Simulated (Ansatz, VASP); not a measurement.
## Two plane-wave programs on LuTe4W

INCAR

```
SYSTEM = LuTe4W
PREC = Accurate
ENCUT = 600
EDIFF = 1E-6
ISMEAR = 0
SIGMA = 0.1
LREAL = .FALSE.
LASPH = .TRUE.
NELM = 100
ALGO = Normal
ISIF = 3
LWAVE = .FALSE.
LCHARG = .FALSE.
GGA = PE
IBRION = 2
NSW = 100
EDIFFG = -0.01
```

Contents of KPOINTS:

```
Automatic mesh
0
G
  8 8 8
  0 0 0
```

Contents of POSCAR:

```
LuTe4W
1.0
    0.0000000000      4.4064599200      4.4064599200
    4.4064599200      0.0000000000      4.4064599200
    4.4064599200      4.4064599200      0.0000000000
Lu Te W
1 4 1
Direct
    0.7500000000      0.7500000000      0.7500000000
    0.6227704100      0.1257432000      0.1257432000
    0.1257432000      0.6227704100      0.1257432000
    0.1257432000      0.1257432000      0.6227704100
    0.1257432000      0.1257432000      0.1257432000
    0.5000000000      0.5000000000      0.5000000000
```

Input for Ansatz:

```yaml
crystal:
  lattice:
    - [0.0, 4.40645992, 4.40645992]
    - [4.40645992, 0.0, 4.40645992]
    - [4.40645992, 4.40645992, 0.0]
  atoms:
    - { symbol: Lu, position: [0.75, 0.75, 0.75] }
    - { symbol: Te, position: [0.62277041, 0.1257432, 0.1257432] }
    - { symbol: Te, position: [0.1257432, 0.62277041, 0.1257432] }
    - { symbol: Te, position: [0.1257432, 0.1257432, 0.62277041] }
    - { symbol: Te, position: [0.1257432, 0.1257432, 0.1257432] }
    - { symbol: W, position: [0.5, 0.5, 0.5] }
basis:
  ecutwfc: 420
kpoints:
  mp_grid: { grid: [8, 8, 8] }
hamiltonian:
  xc: pbe
scf:
  occupations: { method: gaussian, width: 0.1 }
output:
  forces: true
  stress: true
  eigenvalues: true
relax:
  adjacent_minimum: "off"
  f_tol: 0.01
  max_steps: 80
  cell: { stress_tol: 0.05 }
```

Change from the starting cell: species swapped into the ErNi4Au type (F-43m, No. 216).

Alike in both runs: task relaxation of cell and atoms; functional PBE; k mesh 8 × 8 × 8; occupations gaussian, width 0.1 eV; no spin polarisation.

```csv
,VASP,Ansatz
version,VASP 6.6.1,Ansatz 0.2.0
potentials or method,"VASP PAW PBE potentials, release 64 (Lu, Te, W_sv), cutoff 600 eV","scalar-relativistic, plane waves, PAW"
valence electrons in the cell,63,103
```

Ansatz gave:

```
gap on the k mesh at the Fermi level, each at its own relaxed structure (eV) : none
relaxed volume (Å³/atom)                                                     : 26.96
relaxed cell length with the largest relative difference (Å)                 : 6.116
```

**Question.** Which values does VASP return?

**Answer.** gap on the k mesh at the Fermi level, each at its own relaxed structure (eV): none; relaxed volume (Å³/atom): 26.92; relaxed cell length with the largest relative difference (Å): 6.113.

A gap of «none» marks a metal or a gap that the smearing closes. VASP's potentials hold 63 valence electrons a cell and Ansatz's 103, so a difference there can come from the potentials and not from the codes.

Neither program's run includes spin-orbit coupling.
